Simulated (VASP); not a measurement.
# CuO (C2/c) in VASP: further runs

The runs below take CuO through relaxation of cell and atoms, single point, with PBE exchange alone, r2SCAN+U.

Program: VASP 6.6.1. These are calculated values, not measurements. Logs are shortened: lines on timing, memory, paths and dates and some standing lists are left out, and cuts for length are marked.

**1. The cell of the first run**

It takes space group C2/c (No. 15, monoclinic). Conventional cell: a = 4.684 Å, b = 3.423 Å, c = 5.129 Å, α = 90.00°, β = 99.54°, γ = 90.00°. Cu (site symmetry -1) has 4 O at 1.95 to 1.96 Å within 2.6 Å. O (site symmetry 2) has 6 Cu at 1.95 to 2.78 Å and 6 O at 2.62 to 2.90 Å within 3.0 Å.

**2. Relaxation of cell and atoms, PBE exchange alone**

INCAR reads:

```
SYSTEM = CuO
AGGAC    = 0.0          
ALDAC    = 0.0          
ALGO     = Normal         ! electronic algorithm
EDIFF    = 1E-6           ! SCF threshold, eV
EDIFFG   = -0.01          ! ionic threshold
ENCUT    = 600            ! plane-wave cutoff, eV
GGA      = PE             ! functional
IBRION   = 2              ! ionic algorithm
ISIF     = 3              ! what is computed and relaxed
ISMEAR   = -1             ! smearing method
LASPH    = .True.         ! aspherical terms in the spheres
LCHARG   = .False.        ! write CHGCAR
LREAL    = .False.        ! projectors in reciprocal space
LWAVE    = .False.        ! write WAVECAR
NELM     = 60             ! most SCF steps
NSW      = 60             ! ionic steps
PREC     = Accurate       ! precision mode
SIGMA    = 0.05           ! smearing width, eV
```

KPOINTS reads:

```
k-points
0
Gamma
  10 10 5
  0 0 0
```

POSCAR reads:

```
CuO
1.0
    2.3418500000     -1.7113000000      0.0000000000
    2.3418500000      1.7113000000      0.0000000000
   -0.8500274268      0.0000000000      5.0578693947
Cu O
2 2
Direct
    0.5000000000      0.0000000000      0.5000000000
    0.0000000000      0.5000000000      0.0000000000
    0.4184000000      0.5816000000      0.7500000000
    0.5816000000      0.4184000000      0.2500000000
```

Potentials or basis: VASP PAW PBE potentials, release 64 (Cu, O).

Run with:

```
> cat potpaw_PBE.64/Cu/POTCAR potpaw_PBE.64/O/POTCAR > POTCAR
> mpirun -np 1 vasp_std > vasp.out
```

OUTCAR:

```text
SYSTEM = CuO
   EDIFF = 1E-6
   EDIFFG = -0.01
   ENCUT = 600
   GGA = PE
   IBRION = 2
   ISIF = 3
   ISMEAR = -1
   LASPH = .True.
   LREAL = .False.
   NELM = 60
   NSW = 60
   PREC = Accurate

 ion  position               nearest neighbor table
   1  0.500  0.000  0.500-   3 1.95   4 1.95   4 1.96   3 1.96
   2  0.000  0.500  0.000-   4 1.95   3 1.95   4 1.96   3 1.96
   3  0.418  0.582  0.750-   2 1.95   1 1.95   2 1.96   1 1.96
   4  0.582  0.418  0.250-   1 1.95   2 1.95   2 1.96   1 1.96

  LATTYP: Found a base centered monoclinic cell.
 ALAT       =     4.6837000000
 B/A-ratio  =     0.7307470589
 C/A-ratio  =     1.0950317057
 COS(beta)  =    -0.1657361228

  Lattice vectors:

 A1 = (   2.3418500000,  -1.7113000000,   0.0000000000)
 A2 = (   2.3418500000,   1.7113000000,   0.0000000000)
 A3 = (  -0.8500274268,   0.0000000000,   5.0578693947)

Analysis of symmetry for initial positions (statically):
=====================================================================
 Subroutine PRICEL returns:
 Original cell was already a primitive cell.

 Routine SETGRP: Setting up the symmetry group for a
 base centered monoclinic supercell.

 Subroutine GETGRP returns: Found  4 space group operations
 (whereof  2 operations were pure point group operations)
 out of a pool of  4 trial point group operations.

The static configuration has the point symmetry S_2 .
 The point group associated with its full space group is C_2h.

Analysis of symmetry for dynamics (positions and initial velocities):
=====================================================================
 Subroutine PRICEL returns:
 Original cell was already a primitive cell.

 Routine SETGRP: Setting up the symmetry group for a
 base centered monoclinic supercell.

 Subroutine GETGRP returns: Found  4 space group operations
 (whereof  2 operations were pure point group operations)
 out of a pool of  4 trial point group operations.

The dynamic configuration has the point symmetry S_2 .
 The point group associated with its full space group is C_2h.

 Subroutine INISYM returns: Found  4 space group operations
 (whereof  2 operations are pure point group operations),
 and found     1 'primitive' translations

----------------------------------------------------------------------------------------

                                     Primitive cell

  volume of cell :      40.5399

  direct lattice vectors                    reciprocal lattice vectors
     2.341850000 -1.711300000  0.000000000     0.213506416 -0.292175539  0.035881968
     2.341850000  1.711300000  0.000000000     0.213506416  0.292175539  0.035881968
    -0.850027427  0.000000000  5.057869395     0.000000000  0.000000000  0.197711709

  length of vectors
     2.900484289  2.900484289  5.128800000     0.363646877  0.363646877  0.197711709

  position of ions in fractional coordinates (direct lattice)
     0.500000000  0.000000000  0.500000000
     0.000000000  0.500000000  0.000000000
     0.418400000  0.581600000  0.750000000
     0.581600000  0.418400000  0.250000000

  ion indices of the primitive-cell ions
   primitive index   ion index
                 1           1
                 2           2
                 3           3
                 4           4

----------------------------------------------------------------------------------------

 KPOINTS: k-points

Automatic generation of k-mesh.
 Grid dimensions read from file:
 generate k-points for:   10   10    5

 Generating k-lattice:

  Cartesian coordinates                     Fractional coordinates (reciprocal lattice)
     0.021350642 -0.029217554  0.003588197     0.100000000  0.000000000  0.000000000
     0.021350642  0.029217554  0.003588197     0.000000000  0.100000000  0.000000000
     0.000000000  0.000000000  0.039542342     0.000000000  0.000000000  0.200000000

  Length of vectors
     0.036364688  0.036364688  0.039542342

  Shift w.r.t. Gamma in fractional coordinates (k-lattice)
     0.000000000  0.000000000  0.000000000

 Subroutine IBZKPT returns following result:
 ===========================================

 Found    141 irreducible k-points:

 Following reciprocal coordinates:
            Coordinates               Weight
  0.000000  0.000000  0.000000      1.000000
  0.100000 -0.000000  0.000000      4.000000
  0.200000 -0.000000  0.000000      4.000000
  0.300000 -0.000000  0.000000      4.000000
  0.400000 -0.000000  0.000000      4.000000
  0.500000 -0.000000  0.000000      2.000000
[... 16 lines left out ...]
  0.300000  0.300000  0.000000      2.000000
  0.400000  0.300000  0.000000      4.000000
 [... further k-points ...]
   k-points           NKPTS =    141   k-points in BZ     NKDIM =    141   number of bands    NBANDS=     21
   number of dos      NEDOS =    301   number of ions     NIONS =      4
   total plane-waves  NPLWV =  24192
   dimension x,y,z NGX =    24 NGY =   24 NGZ =   42
   dimension x,y,z NGXF=    48 NGYF=   48 NGZF=   84
   ions per type =               2   2
   NGX,Y,Z   is equivalent  to a cutoff of  13.76, 13.76, 13.61 a.u.
   NGXF,Y,Z  is equivalent  to a cutoff of  27.51, 27.51, 27.23 a.u.
 SYSTEM =  CuO
   PREC   = accura    normal or accurate (medium, high low for compatibility)
   ISTART =      0    job   : 0-new  1-cont  2-samecut
   ICHARG =      2    charge: 1-file 2-atom 10-const
   ISPIN  =      1    spin polarized calculation?
   LNONCOLLINEAR =      F non collinear calculations
   LSORBIT =      F    spin-orbit coupling
   LASPH  =      T    aspherical Exc in radial PAW
   ENCUT  =  600.0 eV  44.10 Ry    6.64 a.u.   5.79  5.79 10.24*2*pi/ulx,y,z
   NELM   =     60;   NELMIN=  2; NELMDL= -5     # of ELM steps
   EDIFF  = 0.1E-05   stopping-criterion for ELM
   LREAL  =      F    real-space projection
   EDIFFG = -.1E-01   stopping-criterion for IOM
   NSW    =     60    number of steps for IOM
   IBRION =      2    ionic relax: 0-MD 1-quasi-New 2-CG
   NFREE  =      1    steps in history (QN), initial steepest desc. (CG)
   ISIF   =      3    stress and relaxation
   ISYM   =      2    0-nonsym 1-usesym 2-fastsym
   POTIM  = 0.5000    time-step for ionic-motion
   TEBEG  =    0.0;   TEEND  =   0.0 temperature during run
   PSTRESS=    0.0 pullay stress
   NELECT =      34.0000    total number of electrons
   NUPDOWN=      -1.0000    fix difference up-down
   EMIN   =  10.00;   EMAX   =-10.00  energy-range for DOS
   EFERMI =   0.00;   METHOD = LEGACY
   ISMEAR =    -1;   SIGMA  =   0.05  broadening in eV -4-tet -1-fermi 0-gaus
   EFERMI_NEDOS =   21; number of points for ismear=-14 and -15
   IALGO  =     38    algorithm
   IMIX   =      4    mixing-type and parameters
     AMIX     =   0.40;   BMIX     =  1.00
     AMIX_MAG =   1.60;   BMIX_MAG =  1.00
  volume/ion in A,a.u.               =      10.13        68.39
  Fermi-wavevector in a.u.,A,eV,Ry     =   1.543856  2.917465 32.429379  2.383492
  Thomas-Fermi vector in A             =   2.649460
   LORBIT       =      0    0 simple, 1 ext, 2 COOP (PROOUT), +10 PAW based schemes
   GGA     = PE    functional components
   LHFCALC =     F    Hartree Fock is set to
   AEXX    =    0.0000 exact exchange contribution
   IVDW    =     0    specifies the selected vdW correction
   LEPSILON=     F    determine dielectric tensor
   LRPA    =     F    only Hartree local field effects (RPA)
 conjugate gradient relaxation of ions
 non-spin polarized calculation
  energy-cutoff  :      600.00
  volume of cell :       40.54
 maximum number of plane-waves:      1364
   NGX = 11   NGY = 11   NGZ = 21

--------------------------------------- Ionic step        1  -------------------------------------------

 number of electron      33.9999983 magnetization

 Free energy of the ion-electron system (eV)
  ---------------------------------------------------
  ext. energy  EPLUGINS =         0.00000000
  ---------------------------------------------------
  free energy    TOTEN  =       -14.87572828 eV

  energy without entropy =      -14.85649289  energy(sigma->0) =      -14.86611059

 E-fermi :   7.3369     XC(G=0): -10.1565

 val. band max:        7.3244738332   @ k =  -0.2000   0.3000   0.4000
 cond. band min:       7.3395790667   @ k =   0.5000   0.1000   0.2000
 fundamental gap:      0.0151052336
 Fermi energy:         7.3369356583

 k-point     1 :       0.0000    0.0000    0.0000
  band No.  band energies     occupation
      1     -12.5518      2.00000
      2     -11.2407      2.00000
      3      -0.7545      2.00000
      4       1.7746      2.00000
      5       2.1585      2.00000
      6       3.9969      2.00000
[... 565 lines left out ...]
     20      13.8536      0.00000
     21      16.3775      0.00000

 [... further k-points ...]

------------------------ aborting loop because EDIFF is reached ----------------------------------------

  FORCE on cell =-STRESS in cart. coord.  units (eV):
  Direction    XX          YY          ZZ          XY          YZ          ZX
  --------------------------------------------------------------------------------------
  -------------------------------------------------------------------------------------
  Total        6.9509462      6.4988884      7.2294312      0.0000000      0.0000000     -0.6325913
  in kB      274.7082356    256.8424665    285.7142366      0.0000000      0.0000000    -25.0006322
  external PRESSURE =     272.4216462 kB  Pullay stress =       0.0000000 kB
[... 95 lines left out ...]
  FREE ENERGIE OF THE ION-ELECTRON SYSTEM (eV)
  ---------------------------------------------------
  free  energy   TOTEN  =       -15.4031064342 eV

  energy  without entropy=      -15.3818764847  energy(sigma->0) =      -15.39249146

[... ionic steps 4 to 20 ...]

--------------------------------------- Ionic step       21  -------------------------------------------

 number of electron      33.9999957 magnetization

------------------------ aborting loop because EDIFF is reached ----------------------------------------
[... 71 lines left out ...]
--------------------------------------- Ionic step       23  -------------------------------------------

 number of electron      33.9999957 magnetization

 Free energy of the ion-electron system (eV)
  ---------------------------------------------------
  ext. energy  EPLUGINS =         0.00000000
  ---------------------------------------------------
  free energy    TOTEN  =       -15.70159192 eV

  energy without entropy =      -15.68023434  energy(sigma->0) =      -15.69091313

 E-fermi :   4.8129     XC(G=0):  -8.9520

 val. band max:        4.8089688306   @ k =  -0.1000  -0.1000   0.4000
 cond. band min:       4.8230215696   @ k =   0.3000   0.1000   0.0000
 fundamental gap:      0.0140527390
 Fermi energy:         4.8129487688

 k-point     1 :       0.0000    0.0000    0.0000
  band No.  band energies     occupation
      1     -13.8070      2.00000
      2     -12.8028      2.00000
      3      -1.9535      2.00000
      4       0.2226      2.00000
      5       0.3589      2.00000
      6       1.7628      2.00000
[... 565 lines left out ...]
     20      10.3739      0.00000
     21      12.9038      0.00000

 [... further k-points ...]

------------------------ aborting loop because EDIFF is reached ----------------------------------------

  FORCE on cell =-STRESS in cart. coord.  units (eV):
  Direction    XX          YY          ZZ          XY          YZ          ZX
  --------------------------------------------------------------------------------------
  -------------------------------------------------------------------------------------
  Total       -0.0101181      0.0125060     -0.0350769      0.0000000      0.0000000      0.0197873
  in kB       -0.3200934      0.3956336     -1.1096775      0.0000000      0.0000000      0.6259830
  external PRESSURE =      -0.3447124 kB  Pullay stress =       0.0000000 kB
[... 19 lines left out ...]
  FREE ENERGIE OF THE ION-ELECTRON SYSTEM (eV)
  ---------------------------------------------------
  free  energy   TOTEN  =       -15.7015919205 eV

  energy  without entropy=      -15.6802343370  energy(sigma->0) =      -15.69091313

 reached required accuracy - stopping structural energy minimisation
```

Wall time 45 min (1 thread of Oxide Virtual Turin-like, shared host); peak memory 0.24 GiB.

Results:

```yaml
Free_energy: -15.7016 eV
Relaxed_volume: 12.66 Å³/atom
Relaxed_cell: a = 3.083 Å, b = 3.083 Å, c = 5.344 Å, α = 90.54°, β = 90.54°, γ = 85.65°
Space_group_after_relaxing_to_0.1_Å: Cccm (No. 66)
Energy_gained_by_relaxing: 206.5 meV/atom
Ionic_steps: 23
Pressure_after_relaxing: 0.0 GPa
Largest_force_after_relaxing: 0.008 eV/Å
Band_gap_on_the_k_mesh: zero (bands 17 and 18 overlap by 0.75 eV)
```

Forces on the atoms (eV/Å):
```
Cu   0.000  0.000  0.000
Cu   0.000  0.000  0.000
O    0.000 -0.008  0.000
O    0.000  0.008  0.000
```

Stress tensor (GPa, compression positive):
```
-0.03  0.00  0.06
 0.00  0.04  0.00
 0.06  0.00 -0.11
```

The path:
```csv
step,energy change (eV),largest force (eV/Å),pressure (GPa),volume (Å³)
1,0.0000,0.0357,27.24,40.54
2,-0.4377,0.5822,-6.98,51.51
3,-0.5274,0.4418,0.35,47.69
4,-0.5274,0.4482,-0.03,47.84
5,-0.5697,0.4094,-0.12,48.24
6,-0.6519,0.2659,0.03,49.34
7,-0.5758,0.0645,0.49,51.21
8,-0.6676,0.1568,0.18,49.89
9,-0.7102,0.1422,-0.29,50.38
10,-0.7794,0.0857,-1.50,51.43
11,-0.7317,0.1116,-5.30,52.98
12,-0.7936,0.0254,-2.23,51.87
13,-0.8133,0.0032,1.67,49.92
14,-0.8140,0.0023,1.10,50.21
15,-0.8207,0.0511,0.19,50.45
16,-0.8207,0.0517,0.10,50.46
17,-0.8225,0.0560,0.00,50.58
18,-0.8236,0.0637,-0.54,50.93
19,-0.8239,0.0635,-0.29,50.81
20,-0.8251,0.0380,0.26,50.54
21,-0.8251,0.0334,0.26,50.50
22,-0.8259,0.0049,-0.16,50.66
23,-0.8259,0.0077,-0.03,50.64
```

Final structure:
```
Cu O
1.0
     2.25498   -2.09578    0.16725
     2.25498    2.09578    0.16725
    -0.46416    0.00000    5.32374
Cu O
2 2
Cartesian
  0.8954 -1.0479 2.7455
  1.1275 1.0479 0.0836
  1.9069 0.0127 4.1601
  2.1389 -0.0127 1.4982
```

Caveat: the volume moved by over 15 % at a fixed basis, so the end points are rough; semilocal functionals often make such compounds metallic where correlation or magnetic order opens a gap, which also shifts bond lengths. Zero-point motion and thermal expansion aren't in these numbers.

**3. Single point, r2SCAN+U**

POSCAR is that of step 2.

INCAR.step1 reads:

```
SYSTEM = CuO
PREC     = Accurate       ! precision mode
ENCUT    = 520            ! plane-wave cutoff, eV
ISMEAR   = -1             ! smearing method
SIGMA    = 0.05           ! smearing width, eV
LREAL    = .False.        ! projectors in reciprocal space
LASPH    = .True.         ! aspherical terms in the spheres
NELM     = 150            ! most SCF steps
LMAXMIX  = 4              ! l up to which the mixer works
LDAU     = .True.         ! DFT+U
LDAUTYPE = 2            
LDAUL    = 2 -1           ! shell
LDAUU    = 5.3 0          ! U, eV
LDAUJ    = 0 0          
NBANDS   = 25             ! bands
GGA      = PE             ! functional
ALGO     = Normal         ! electronic algorithm
EDIFF    = 1E-4           ! SCF threshold, eV
LWAVE    = .True.         ! write WAVECAR
LCHARG   = .False.        ! write CHGCAR
```

INCAR.step2 reads:

```
SYSTEM = CuO
PREC     = Accurate       ! precision mode
ENCUT    = 520            ! plane-wave cutoff, eV
EDIFF    = 1E-6           ! SCF threshold, eV
ISMEAR   = -1             ! smearing method
SIGMA    = 0.05           ! smearing width, eV
LREAL    = .False.        ! projectors in reciprocal space
LASPH    = .True.         ! aspherical terms in the spheres
NELM     = 150            ! most SCF steps
ALGO     = Normal         ! electronic algorithm
ISIF     = 2              ! what is computed and relaxed
LWAVE    = .False.        ! write WAVECAR
LCHARG   = .True.         ! write CHGCAR
LMAXMIX  = 4              ! l up to which the mixer works
LDAU     = .True.         ! DFT+U
LDAUTYPE = 2            
LDAUL    = 2 -1           ! shell
LDAUU    = 5.3 0          ! U, eV
LDAUJ    = 0 0          
LDAUPRINT= 1            
METAGGA  = R2SCAN         ! meta-GGA
LMIXTAU  = .True.       
LELF     = .True.         ! ELF
LVHAR    = .True.       
NBANDS   = 25             ! bands
ISTART   = 1
```

KPOINTS reads:

```
regular mesh
0
Gamma
  10 10 5
  0 0 0
```

Potentials or basis: VASP PAW PBE potentials, release 64 (Cu, O).

Run with:

```
> cat potpaw_PBE.64/Cu/POTCAR potpaw_PBE.64/O/POTCAR > POTCAR
> cp INCAR.step1 INCAR
> mpirun -np 1 vasp_std > vasp.out
> cp INCAR.step2 INCAR
> mpirun -np 1 vasp_std > vasp.out
```

Wall time 15 min (1 thread of Oxide Virtual Turin-like, shared host); peak memory 0.22 GiB.

Results (log left out):

```yaml
Free_energy: -32.9729 eV
Pressure: -4.3 GPa
Largest_force: 0.186 eV/Å
Band_gap_on_the_k_mesh: zero (bands 17 and 18 overlap by 0.61 eV)
```

Forces in eV/Å, atoms in the order of the input:
```
Cu   0.000  0.000  0.000
Cu   0.000  0.000  0.000
O    0.000 -0.186  0.000
O    0.000  0.186  0.000
```

Stress tensor (GPa, compression positive):
```
-4.35  0.00 -0.02
 0.00 -2.84  0.00
-0.02  0.00 -5.76
```

Levels at points of the mesh, in eV from the Fermi level:
```
           k point  band 15  band 16  band 17  band 18  band 19  band 20
(0.00, 0.00, 0.00)    -2.78    -2.47     0.20     1.00     2.33     7.10
(0.50, 0.00, 0.00)    -2.38    -2.00     0.09     0.33     5.87     7.42
(0.50, 0.50, 0.00)    -2.24    -2.09    -1.10     1.17     4.35     8.11
```

Eigenvalues of the final occupation matrices:
```
    site  spin  trace               eigenvalues
site 1 d     1   4.66  0.78 0.95 0.97 0.97 0.98
site 1 d     2   4.66  0.78 0.95 0.97 0.97 0.98
site 2 d     1   4.66  0.78 0.95 0.97 0.97 0.98
site 2 d     2   4.66  0.78 0.95 0.97 0.97 0.98
```

Caveat: the cell stands under tension; the PAW data sets were made with another functional, which shifts forces and pressure a little; U without spin polarisation on a metal has little footing.

The gap in the log of VASP goes by the Fermi energy; the results here count the filled bands.